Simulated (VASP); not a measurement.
Input of a VASP 6.6.1 run:

INCAR

```
PREC = Accurate
ENCUT = 500
EDIFF = 1E-6
ISMEAR = -1
SIGMA = 0.01
LREAL = F
LASPH = T
NELM = 120
ALGO = Normal
ISIF = 2
LWAVE = F
LCHARG = F
GGA = LIBXC
LIBXC1 = GGA_X_RPBE
LIBXC2 = GGA_C_LYP
NBANDS = 10
GGA_COMPAT = F
```

Contents of KPOINTS:

```
regular mesh
0
Gamma
  7 7 7
```

File POSCAR:

```
Rb
1.0
   -2.8393792292      2.8393792292      2.8393792292
    2.8393792292     -2.8393792292      2.8393792292
    2.8393792292      2.8393792292     -2.8393792292
Rb
1
Direct
    0.0000000000      0.0000000000      0.0000000000
```

Potentials or basis: VASP PAW PBE potentials, release 64 (Rb_sv).

Command:

```bash
$ cat potpaw_PBE.64/Rb_sv/POTCAR > POTCAR
$ mpirun -np 1 vasp_std > vasp.out
```

Q: Estimate the pressure.

A: 0.3 GPa.

Q: Estimate the band gap on the k mesh.

A: Zero (an odd number of electrons rules out a gap without spin polarisation).

Caveat: the PAW data sets were made with another functional, which shifts forces and pressure a little.
